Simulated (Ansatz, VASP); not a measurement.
# Hf2N in VASP and in Ansatz

```
Hf N
1.0
     5.31312    0.00000    0.00000
     0.00000    5.31312    0.00000
     0.00000    0.00000    3.24210
Hf N
4 2
Direct
  0.29554 0.29554 0.00000
  0.70446 0.70446 0.00000
  0.79554 0.20446 0.50000
  0.20446 0.79554 0.50000
  0.00000 0.00000 0.00000
  0.50000 0.50000 0.50000
```

Alike in both runs: task single point; functional r2SCAN; k mesh 8 × 8 × 12; occupations gaussian, width 0.1 eV; no spin polarisation.

|  | VASP | Ansatz |
| --- | --- | --- |
| version | VASP 6.6.1 | Ansatz 0.2.0 |
| potentials or method | VASP PAW PBE potentials, release 64 (Hf_pv, N), cutoff 520 eV | scalar-relativistic, plane waves, PAW |
| valence electrons in the cell | 50 | 114 |

|  | VASP | Ansatz | Ansatz less VASP |
| --- | --- | --- | --- |
| gap on the k mesh at the Fermi level (eV) | none | none | - |
| pressure (GPa) | 0.0 | 1.4 | +1.49 |
| traceless stress, the component that is largest in VASP (GPa) | -0.03 | 0.08 | +0.118 |
| rms of the force components (eV/Å) | 0.001 | 0.008 | +0.0071 |

VASP's potentials were made for PBE, not for r2SCAN. Atom by atom the forces differ by 0.007 eV/Å (rms over components). A gap of «none» marks a metal or a gap that the smearing closes. With one functional, cell and mesh, what is left measures potentials, basis and numerics. VASP's potentials hold 50 valence electrons a cell and Ansatz's 114, so a difference there can come from the potentials and not from the codes.

Spin-orbit coupling is off throughout.
